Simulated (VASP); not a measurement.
Write the native input for VASP 6.6.1 that does the following.

```
Task                   : single point
Functional             : PBEsol
Potentials or basis    : VASP PAW PBE potentials, release 64 (Ba_sv, Te)
Cutoff                 : 520 eV
k mesh                 : 10 × 10 × 10
Occupations            : fermi-dirac, width 0.05 eV
Spin                   : no spin polarisation
Dipole correction      : no
Further INCAR settings : ALGO = Normal; EDIFF = 1e-07; NBANDS = 15
```

The structure of BaTe lies in POSCAR:

```
BaTe
1.0
    0.0000000000      3.3639132694      3.3639132694
    3.3639132694      0.0000000000      3.3639132694
    3.3639132694      3.3639132694      0.0000000000
Ba Te
1 1
Direct
    0.0000000000      0.0000000000      0.0000000000
    0.5000000000      0.5000000000      0.5000000000
```

These files were run (other wordings do the same):

INCAR

```
SYSTEM = BaTe
PREC = Accurate
ENCUT = 520
EDIFF = 1E-7
ISMEAR = -1
SIGMA = 0.05
LREAL = .False.
LASPH = .True.
NELM = 60
ALGO = Normal
ISIF = 2
LWAVE = .False.
LCHARG = .False.
GGA = PS
NBANDS = 15
```

KPOINTS

```
regular mesh
0
Gamma
  10 10 10
  0 0 0
```

Potentials or basis: VASP PAW PBE potentials, release 64 (Ba_sv, Te).

Run with:

```bash
$ cat potpaw_PBE.64/Ba_sv/POTCAR potpaw_PBE.64/Te/POTCAR > POTCAR
$ mpirun -np 1 vasp_std > vasp.out
```

It gave:

| Property | Result |
| --- | --- |
| Pressure | 4.2 GPa |
| Band gap on the k mesh | 1.12 eV (least direct gap 1.50 eV) |

Caveat: the cell stands under pressure; the PAW data sets were made with another functional, which shifts forces and pressure a little; spin-orbit coupling is left out, which moves the levels of the heavy elements.

It took 35 s on 1 thread of Intel(R) Xeon(R) Platinum 8488C (Sapphire Rapids), on a shared host, peak memory 0.24 GiB.
